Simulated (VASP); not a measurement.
Input of a VASP 6.6.1 run:

Contents of INCAR:

```
ALGO = Normal
EDIFF = 1E-6
ENCUT = 520
GGA = CA
ISIF = 2
ISMEAR = 0
LASPH = T
LCHARG = T
LELF = T
LREAL = F
LVHAR = T
LWAVE = F
NBANDS = 27
NELM = 80
PREC = Accurate
SIGMA = 0.01
```

The input KPOINTS:

```
k-points
0
Gamma
  6 6 6
```

POSCAR

```
BaHfO3
1.0
    4.1770517733      0.0000000000      0.0000000000
    0.0000000000      4.1770517733      0.0000000000
    0.0000000000      0.0000000000      4.1770487555
Ba Hf O
1 1 3
Direct
    0.5000000000      0.5000000000      0.9979971618
    0.0000000000      0.0000000000      0.4979944599
    0.0000000000      0.5000000000      0.4980131256
    0.5000000000      0.0000000000      0.4980131256
    0.0000000000      0.0000000000      0.9980039171
```

Potentials or basis: VASP PAW LDA potentials, release 64 (Ba_sv, Hf_pv, O).

Command:

```console
$ cat potpaw_LDA.64/Ba_sv/POTCAR potpaw_LDA.64/Hf_pv/POTCAR potpaw_LDA.64/O/POTCAR > POTCAR
$ mpirun -np 1 vasp_std > vasp.out
```

Problem. What does it give for the pressure?

Solution. -6.8 GPa.

Problem. What does it give for the band gap on the k mesh?

Solution. 3.40 eV, indirect (least direct gap 3.62 eV).

Caveat: spin-orbit coupling is left out, which moves the levels of the heavy elements. A k mesh can miss the band edges.
